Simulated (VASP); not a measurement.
**C: single point with PBE**

Crystal: C.

```
CELL_PARAMETERS angstrom
1.61482 0.00000 0.02089
0.00000 1.61489 0.00000
-0.07644 0.00000 3.61467
ATOMIC_POSITIONS crystal
C 0.50000 0.00000 0.00000
```

The cell was generated, and may not be a known phase.

- Program: VASP 6.6.1
- Task: single point
- Functional: PBE
- Potentials or basis: VASP PAW PBE potentials, release 64 (C)
- Cutoff: 520 eV
- k mesh: 10 × 10 × 8
- Occupations: gaussian, width 0.1 eV
- Spin: no spin polarisation

```yaml
Pressure: 0.3 GPa
Band_gap_on_the_k_mesh: zero (bands 2 and 3 overlap by 1.45 eV)
```

Stress tensor (GPa, compression positive):
```
0.31 0.00 0.02
0.00 0.34 0.00
0.02 0.00 0.13
```

Levels at points of the mesh, in eV from the Fermi level:
| k point | band 1 | band 2 | band 3 | band 4 | band 5 |
| --- | --- | --- | --- | --- | --- |
| (0.00, 0.00, 0.00) | -19.79 | -6.69 | 3.87 | 15.60 | 15.60 |
| (0.50, 0.00, 0.00) | -10.72 | -6.91 | 1.85 | 14.61 | 17.27 |
| (0.00, 0.50, 0.00) | -10.72 | -6.91 | 1.86 | 14.62 | 17.27 |
| (0.50, 0.50, 0.00) | -3.25 | -3.25 | 7.57 | 8.64 | 13.58 |
| (0.00, 0.00, 0.50) | -19.63 | -8.07 | 9.50 | 15.21 | 15.61 |
| (0.50, 0.00, 0.50) | -10.66 | -6.76 | 1.22 | 11.24 | 19.73 |
| (0.00, 0.50, 0.50) | -10.66 | -6.76 | 1.22 | 11.24 | 19.73 |
| (0.50, 0.50, 0.50) | -3.23 | -3.23 | 7.76 | 8.38 | 13.82 |

It took 11 s on 1 thread of Intel Xeon 8259CL, with other jobs on the host, peak memory 0.12 GiB.

Caveat: the k points lie up to 0.39 Å⁻¹ apart, too coarse for converged energies and pressures of a metal.
